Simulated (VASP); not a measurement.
**BeS: electric field gradients with LDA**

Crystal: BeS.

```xyz
2
Lattice="0.0000 2.4250 2.4250 2.4250 0.0000 2.4250 2.4250 2.4250 0.0000" Properties=species:S:1:pos:R:3 pbc="T T T"
Be    0.0000    0.0000    0.0000
S     3.6375    3.6375    3.6375
```

* Program: VASP 6.6.1
* Task: electric field gradients
* Functional: LDA
* Potentials or basis: VASP PAW LDA potentials, release 64 (Be, S)
* Cutoff: 520 eV
* k mesh: 9 × 9 × 9, shifted
* Occupations: fermi-dirac, width 0.02 eV
* Spin: no spin polarisation
* Dipole correction: no
* Further INCAR settings: ALGO = Normal; EDIFF = 1e-08; NBANDS = 11; ISYM = 0

```yaml
Pressure: -3.2 GPa
Band_gap_on_the_k_mesh: 3.10 eV, indirect (least direct gap 5.52 eV)
```

Levels at points of the mesh, in eV from the valence-band top:
| k point | band 2 | band 3 | band 4 | band 5 | band 6 | band 7 |
| --- | --- | --- | --- | --- | --- | --- |
| (0.50, 0.50, 0.50) | -5.80 | -1.00 | -1.00 | 5.40 | 6.48 | 6.48 |
| (0.50, 0.00, 0.00) | -5.80 | -1.00 | -1.00 | 5.40 | 6.48 | 6.48 |
| (0.00, 0.00, 0.50) | -5.80 | -1.00 | -1.00 | 5.40 | 6.48 | 6.48 |
| (0.00, 0.50, 0.00) | -5.80 | -1.00 | -1.00 | 5.40 | 6.48 | 6.48 |

Run time: 4.1 min on 1 thread of AMD EPYC 9R45 96-Core Processor (Zen 5), on a shared host, peak memory 0.47 GiB.

Caveat: without QUAD_EFG the Cq values of the log hold for a quadrupole moment of 1 mb, not for the nuclei. Expect the measured gap to be larger: semilocal functionals such as LDA lack the derivative discontinuity.
